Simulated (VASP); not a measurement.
**HfO2: single point with PBEsol**

Crystal: HfO2.

```
CELL_PARAMETERS angstrom
3.21938 0.00000 0.00000
-1.60969 2.78807 0.00000
0.00000 0.00000 5.13519
ATOMIC_POSITIONS crystal
Hf 0.00000 0.00000 0.00000
O 0.33333 0.66667 0.18789
O 0.66667 0.33333 0.81211
```

| Quantity | Value |
| --- | --- |
| Program | VASP 6.6.1 |
| Task | single point |
| Functional | PBEsol |
| Potentials or basis | VASP PAW PBE potentials, release 64 (Hf_pv, O) |
| Cutoff | 520 eV |
| k mesh | 8 × 8 × 4 |
| Occupations | fermi-dirac, width 0.02 eV |
| Spin | no spin polarisation |
| Dipole correction | no |
| Further INCAR settings | ALGO = Normal; EDIFF = 1e-06; NBANDS = 18 |

```json
{"Pressure": "-2.1 GPa", "Largest force": "0.194 eV/Å", "Band gap on the k mesh": "4.75 eV (least direct gap 5.01 eV)"}
```

Forces in eV/Å, atoms in the order of the input:
```
Hf   0.000  0.000  0.000
O    0.000  0.000 -0.194
O    0.000  0.000  0.194
```

Stress tensor (GPa, compression positive):
```
-2.49  0.00  0.00
 0.00 -2.49  0.00
 0.00  0.00 -1.38
```

Levels at points of the mesh, in eV from the valence-band top:
```tsv
k point	band 9	band 10	band 11	band 12	band 13	band 14
(0.00, 0.00, 0.00)	-0.34	-0.27	-0.27	5.14	5.14	5.28
(0.50, 0.00, 0.00)	-1.43	-1.02	-0.63	4.75	6.00	7.23
(0.00, 0.00, 0.50)	-1.07	-0.29	-0.29	5.11	5.11	6.10
(0.50, 0.00, 0.50)	-1.29	-0.98	-0.31	4.91	6.22	7.21
```

Wall time 24 s on 1 thread of Intel Xeon 8259CL, on a shared host, peak memory 0.17 GiB.

Caveat: the PAW data sets were made with another functional, which shifts forces and pressure a little; spin-orbit coupling is left out, which moves the levels of the heavy elements. A k mesh can miss the band edges.
